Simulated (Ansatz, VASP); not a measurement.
## One calculation of YHf2O2, two programs

```xyz
5
Lattice="2.9162 1.6837 4.3687 -2.9162 1.6837 4.3687 0.0000 -3.3673 4.3687" Properties=species:S:1:pos:R:3 pbc="T T T"
Y     0.0000    0.0000    0.0000
Hf    0.0000    0.0000    9.0963
Hf    0.0000    0.0000    4.0099
O     0.0000    0.0000    2.1781
O     0.0000    0.0000   10.9281
```

Alike in both runs: functional PBE; k mesh 12 × 12 × 12; occupations gaussian, width 0.1 eV; no spin polarisation.

Ansatz relaxed the structure, and its values are those at the end. VASP's run is a single point on that final structure, the one shown.

|  | VASP | Ansatz |
| --- | --- | --- |
| version | VASP 6.6.1 | Ansatz 0.2.0 |
| potentials or method | VASP PAW PBE potentials, release 64 (Y_sv, Hf_pv, O), cutoff 520 eV | scalar-relativistic, plane waves, PAW |
| valence electrons in the cell | 43 | 75 |

|  | VASP | Ansatz | Ansatz less VASP |
| --- | --- | --- | --- |
| gap on the k mesh at the Fermi level (eV) | none | none | - |
| pressure (GPa) | -0.3 | 0.0 | +0.29 |
| rms of the force components (eV/Å) | 0.046 | 0.001 | -0.0444 |

A gap of «none» marks a metal or a gap that the smearing closes. VASP's potentials hold 43 valence electrons a cell and Ansatz's 75, so a difference there can come from the potentials and not from the codes.

Spin-orbit coupling is off throughout.
